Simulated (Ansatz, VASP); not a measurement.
## LiGeBr3 in VASP and in Ansatz

```
Li Ge Br
1.0
     5.48348    0.00000    0.00000
     0.00000    5.48348    0.00000
     0.00000    0.00000    5.48348
Li Ge Br
1 1 3
Direct
  0.50000 0.50000 0.50000
  0.00000 0.00000 0.00000
  0.50000 0.00000 0.00000
  0.00000 0.50000 0.00000
  0.00000 0.00000 0.50000
```

Alike in both runs: functional PBE; k mesh 8 × 8 × 8; no spin polarisation.

Ansatz relaxed the structure, and its values are those at the end. VASP's run is a single point on that final structure, the one shown.

|  | VASP | Ansatz |
| --- | --- | --- |
| version | VASP 6.6.1 | Ansatz 0.2.0 |
| potentials or method | VASP PAW PBE potentials, release 64 (Li_sv, Ge_d, Br), cutoff 520 eV | scalar-relativistic, plane waves, PAW |
| occupations | gaussian, width 0.01 eV | fixed |
| valence electrons in the cell | 38 | 38 |

```csv
,VASP,Ansatz,Ansatz less VASP
gap on the k mesh at the Fermi level (eV),0.46,0.46,+0.001
least direct gap on the mesh (eV),0.46,0.46,+0.001
```

Noted on VASP's run: the cutoff is short for stress, so the pressure is rough.
